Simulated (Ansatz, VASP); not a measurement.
# Two plane-wave programs on TlBr

```xyz
2
Lattice="3.9462 0.0000 0.0000 0.0000 3.9462 0.0000 0.0000 0.0000 3.9462" Properties=species:S:1:pos:R:3 pbc="T T T"
Tl    0.0000    0.0000    0.0000
Br    1.9731    1.9731    1.9731
```

Alike in both runs: task single point; functional PBE0; k mesh 4 × 4 × 4; no spin polarisation.

|  | VASP | Ansatz |
| --- | --- | --- |
| version | VASP 6.6.1 | Ansatz 0.2.0 |
| potentials or method | VASP PAW PBE potentials, release 64 (Tl_d, Br) | plane waves, PAW |
| plane-wave cutoff (eV) | 400 | 420 |
| occupations | gaussian, width 0.01 eV | fixed |
| valence electrons in the cell | 20 | 20 |

|  | VASP | Ansatz | Ansatz less VASP |
| --- | --- | --- | --- |
| gap on the k mesh at the Fermi level (eV) | 3.14 | 3.09 | -0.045 |
| pressure (GPa) | 1.4 | 1.6 | +0.21 |

Ansatz's warnings: stress exchange threshold loose, stress scf threshold loose.

Neither program's run includes spin-orbit coupling.
